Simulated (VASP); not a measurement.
# Al2O3 (R-3c) in VASP: a series of runs, part 2 of 2

VASP 6.6.1.

## 3. Single point, r2SCAN (strain -0.050 along x and y, +0.025 along z)

Input file POSCAR:

```
Al2O3
1.0
    2.2605928790      1.3051539072      4.4399267083
   -2.2605928790      1.3051539072      4.4399267083
    0.0000000000     -2.6103078145      4.4399267083
Al O
4 6
Direct
    0.8519165699      0.8519165699      0.8519165699
    0.6480834301      0.6480834301      0.6480834301
    0.1480834301      0.1480834301      0.1480834301
    0.3519165699      0.3519165699      0.3519165699
    0.0563854984      0.4436145016      0.7500000000
    0.7500000000      0.0563854984      0.4436145016
    0.4436145016      0.7500000000      0.0563854984
    0.9436145016      0.5563854984      0.2500000000
    0.2500000000      0.9436145016      0.5563854984
    0.5563854984      0.2500000000      0.9436145016
```

Input file INCAR.step1:

```
SYSTEM = Al2O3
PREC     = Accurate       ! precision mode
ENCUT    = 520            ! plane-wave cutoff, eV
ISMEAR   = 0              ! smearing method
SIGMA    = 0.05           ! smearing width, eV
LREAL    = .False.        ! projectors in reciprocal space
LASPH    = .True.         ! aspherical terms in the spheres
NELM     = 100            ! most SCF steps
NBANDS   = 35             ! bands
GGA      = PE             ! functional
ALGO     = Normal         ! electronic algorithm
EDIFF    = 1E-4           ! SCF threshold, eV
LWAVE    = .True.         ! write WAVECAR
LCHARG   = .False.        ! write CHGCAR
```

Input file INCAR.step2:

```
SYSTEM = Al2O3
PREC     = Accurate       ! precision mode
ENCUT    = 520            ! plane-wave cutoff, eV
EDIFF    = 1E-7           ! SCF threshold, eV
ISMEAR   = 0              ! smearing method
SIGMA    = 0.05           ! smearing width, eV
LREAL    = .False.        ! projectors in reciprocal space
LASPH    = .True.         ! aspherical terms in the spheres
NELM     = 100            ! most SCF steps
ALGO     = Normal         ! electronic algorithm
ISIF     = 2              ! what is computed and relaxed
LWAVE    = .False.        ! write WAVECAR
LCHARG   = .True.         ! write CHGCAR
METAGGA  = R2SCAN         ! meta-GGA
LMIXTAU  = .True.       
LELF     = .True.         ! ELF
LVHAR    = .True.       
NBANDS   = 35             ! bands
ISTART   = 1
```

Input file KPOINTS:

```
Automatic mesh
0
Gamma
  6 6 6
  0 0 0
```

Potentials or basis: VASP PAW PBE potentials, release 64 (Al, O).

Command:

```bash
$ cat potpaw_PBE.64/Al/POTCAR potpaw_PBE.64/O/POTCAR > POTCAR
$ cp INCAR.step1 INCAR
$ mpirun -np 1 vasp_std > vasp.out
$ cp INCAR.step2 INCAR
$ mpirun -np 1 vasp_std > vasp.out
```

OUTCAR:

```text
SYSTEM = Al2O3
   PREC = Accurate
   ENCUT = 520
   EDIFF = 1E-7
   ISMEAR = 0
   LREAL = .False.
   LASPH = .True.
   NELM = 100
   ISIF = 2
   METAGGA = R2SCAN
   ISTART = 1

 ion  position               nearest neighbor table
   1  0.852  0.852  0.852-  10 1.79   9 1.79   8 1.79   5 1.94   7 1.94   6 1.94   3 2.66   3 2.66
                             3 2.66   2 2.72   2 3.13   2 3.13   2 3.13
   2  0.648  0.648  0.648-   9 1.79  10 1.79   8 1.79   5 1.94   6 1.94   7 1.94   4 2.66   4 2.66
                             4 2.66   1 2.72   1 3.13   1 3.13   1 3.13
   3  0.148  0.148  0.148-   7 1.79   6 1.79   5 1.79   8 1.94  10 1.94   9 1.94   1 2.66   1 2.66
                             1 2.66   4 2.72   4 3.13   4 3.13   4 3.13
   4  0.352  0.352  0.352-   6 1.79   7 1.79   5 1.79   8 1.94   9 1.94  10 1.94   2 2.66   2 2.66
                             2 2.66   3 2.72   3 3.13   3 3.13   3 3.13
   5  0.056  0.444  0.750-   3 1.79   4 1.79   1 1.94   2 1.94
   6  0.750  0.056  0.444-   4 1.79   3 1.79   2 1.94   1 1.94
   7  0.444  0.750  0.056-   3 1.79   4 1.79   1 1.94   2 1.94
   8  0.944  0.556  0.250-   1 1.79   2 1.79   3 1.94   4 1.94
   9  0.250  0.944  0.556-   2 1.79   1 1.79   4 1.94   3 1.94
  10  0.556  0.250  0.944-   1 1.79   2 1.79   3 1.94   4 1.94

  LATTYP: Found a trigonal (rhomboedric) cell.
 ALAT       =     5.1504034853
[... 211 lines left out ...]
      2     -11.9413      2.00000
      3     -11.1389      2.00000
      4     -11.1389      2.00000
      5     -10.8616      2.00000
      6     -10.8616      2.00000
[... 901 lines left out ...]
     34      21.4962      0.00000
     35      22.0694      0.00000

 [... further k-points ...]
[... 5 lines left out ...]
  --------------------------------------------------------------------------------------
  -------------------------------------------------------------------------------------
  Total       18.6734828     18.6734828     -1.1380452      0.0000000      0.0000000      0.0000000
  in kB      380.6490704    380.6490704    -23.1984501      0.0000000      0.0000000      0.0000000
  external PRESSURE =     246.0332302 kB  Pullay stress =       0.0000000 kB

 VOLUME and BASIS-vectors are now :
 -----------------------------------------------------------------------------
  energy-cutoff  :      520.00
  volume of cell :       78.60
      direct lattice vectors                 reciprocal lattice vectors
     2.260592879  1.305153907  4.439926708     0.221180914  0.127698860  0.075076314
    -2.260592879  1.305153907  4.439926708    -0.221180914  0.127698860  0.075076314
     0.000000000 -2.610307815  4.439926708     0.000000000 -0.255397721  0.075076314

 POSITION                                       TOTAL-FORCE (eV/Angst)
 -----------------------------------------------------------------------------------
      0.00000     -0.00000     11.34734        -0.000000      0.000000     -0.690721
      0.00000     -0.00000      8.63233        -0.000000     -0.000000      0.690721
      0.00000     -0.00000      1.97244        -0.000000     -0.000000      0.690721
      0.00000     -0.00000      4.68745        -0.000000      0.000000     -0.690721
     -0.87537     -1.30515      5.54991         0.240160     -0.000000      0.000000
      1.56798     -0.10551      5.54991        -0.120080      0.207985      0.000000
     -0.69261      1.41067      5.54991        -0.120080     -0.207985      0.000000
      0.87537      1.30515      7.76987        -0.240160     -0.000000      0.000000
     -1.56798      0.10551      7.76987         0.120080     -0.207985      0.000000
      0.69261     -1.41067      7.76987         0.120080      0.207985      0.000000
 -----------------------------------------------------------------------------------
    total drift:                                0.000000      0.000000      0.000000

  FREE ENERGIE OF THE ION-ELECTRON SYSTEM (eV)
  ---------------------------------------------------
  free  energy   TOTEN  =       -95.3223791974 eV

  energy  without entropy=      -95.3223791974  energy(sigma->0) =      -95.32237920
```

OUTCAR.step1:

```text
SYSTEM = Al2O3
   PREC = Accurate
   ENCUT = 520
   ISMEAR = 0
   LREAL = .False.
   LASPH = .True.
[... 1172 lines left out ...]
      0.87537      1.30515      7.76987        -0.237262      0.000000     -0.000000
     -1.56798      0.10551      7.76987         0.118631     -0.205475     -0.000000
      0.69261     -1.41067      7.76987         0.118631      0.205475     -0.000000
 -----------------------------------------------------------------------------------
    total drift:                                0.000000      0.000000      0.000000

  FREE ENERGIE OF THE ION-ELECTRON SYSTEM (eV)
  ---------------------------------------------------
  free  energy   TOTEN  =       -73.5008606369 eV

  energy  without entropy=      -73.5008606369  energy(sigma->0) =      -73.50086064
```

OSZICAR.step1:

```text
N       E                     dE             d eps       ncg     rms          rms(c)
DAV:   1     0.230298841690E+03    0.23030E+03   -0.25861E+04  2240   0.132E+03
DAV:   2    -0.700420718966E+02   -0.30034E+03   -0.29183E+03  2878   0.295E+02
DAV:   3    -0.818767280032E+02   -0.11835E+02   -0.11796E+02  2893   0.590E+01
DAV:   4    -0.819623412550E+02   -0.85613E-01   -0.85572E-01  2808   0.581E+00
DAV:   5    -0.819633667337E+02   -0.10255E-02   -0.10253E-02  2820   0.632E-01    0.184E+01
DAV:   6    -0.734569971271E+02    0.85064E+01   -0.28106E+01  2742   0.289E+01    0.634E+00
DAV:   7    -0.734771141082E+02   -0.20117E-01   -0.10967E+00  2757   0.514E+00    0.338E+00
DAV:   8    -0.734966504322E+02   -0.19536E-01   -0.79013E-02  2701   0.215E+00    0.744E-01
DAV:   9    -0.735003881861E+02   -0.37378E-02   -0.24888E-02  2845   0.871E-01    0.333E-01
DAV:  10    -0.735008853221E+02   -0.49714E-03   -0.68824E-04  2554   0.159E-01    0.525E-02
DAV:  11    -0.735008606369E+02    0.24685E-04   -0.21493E-04  2328   0.845E-02
   1 F= -.73500861E+02 E0= -.73500861E+02  d E =-.462174E-18
```

It took 5.6 min on 1 thread of Intel Xeon Platinum 8488C (Sapphire Rapids), shared host; peak memory 0.28 GiB.

Results:

```
Free energy            : -95.3224 eV
Pressure               : 24.6 GPa
Largest force          : 0.691 eV/Å
Band gap on the k mesh : 7.91 eV
```

Forces on the atoms (eV/Å):
```
Al   0.000  0.000 -0.691
Al   0.000  0.000  0.691
Al   0.000  0.000  0.691
Al   0.000  0.000 -0.691
O    0.240  0.000  0.000
O   -0.120  0.208  0.000
O   -0.120 -0.208  0.000
O   -0.240  0.000  0.000
O    0.120 -0.208  0.000
O    0.120  0.208  0.000
```

Caveat: the cell differs from its parent crystal (strain -0.050 along x and y, +0.025 along z); the stress differs along the axes, from -2 to 38 GPa; the PAW data sets were made with another functional, which shifts forces and pressure a little.
